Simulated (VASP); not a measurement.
Wanted: the native input for a VASP 6.6.1 run.

```
Task                   : single point
Functional             : PBE
Potentials or basis    : VASP PAW PBE potentials, release 64 (N, Ti_sv, Si)
Cutoff                 : 520 eV
k mesh                 : 9 × 9 × 1
Occupations            : gaussian, width 0.1 eV
Spin                   : no spin polarisation
Dipole correction      : yes
Further INCAR settings : ALGO = Normal; EDIFF = 1e-07; NBANDS = 36
```

The structure of Ti3SiN3 lies in POSCAR:

```
Ti3SiN3
1.0
    3.0028555065      0.0000000000      0.0000000000
   -1.5014277533      2.6005491526      0.0000000000
    0.0000000000      0.0000000000     21.5541471922
N Ti Si
3 3 1
Direct
    0.3333333333      0.6666666667      0.1855791354
    0.0000000000      0.0000000000      0.2993308525
    0.6666666667      0.3333333333      0.4147299352
    0.6666666667      0.3333333333      0.2424549940
    0.3333333333      0.6666666667      0.3575097830
    0.0000000000      0.0000000000      0.4664599858
    0.0000000000      0.3333333333      0.5747243135
```

One way to write it, as run:

INCAR

```
PREC = Accurate
ENCUT = 520
EDIFF = 1E-7
ISMEAR = 0
SIGMA = 0.1
LREAL = F
LASPH = T
NELM = 100
ALGO = Normal
ISIF = 2
LWAVE = F
LCHARG = T
LDIPOL = T
IDIPOL = 3
DIPOL = 0.5 0.5 0.363
GGA = PE
LELF = T
LVHAR = T
LVACPOTAV = T
NBANDS = 36
```

KPOINTS

```
Automatic mesh
0
Gamma
  9 9 1
```

Potentials or basis: VASP PAW PBE potentials, release 64 (N, Ti_sv, Si).

Launch:

```bash
$ cat potpaw_PBE.64/N/POTCAR potpaw_PBE.64/Ti_sv/POTCAR potpaw_PBE.64/Si/POTCAR > POTCAR
$ mpirun -np 1 vasp_std > vasp.out
```

Results of the run:

```yaml
Largest_force: 5.498 eV/Å
Band_gap_on_the_k_mesh: zero (an odd number of electrons rules out a gap without spin polarisation)
```

Wall time 4.3 min on 1 thread of Intel(R) Xeon(R) 6975P-C (Granite Rapids), on a shared host, peak memory 0.42 GiB.
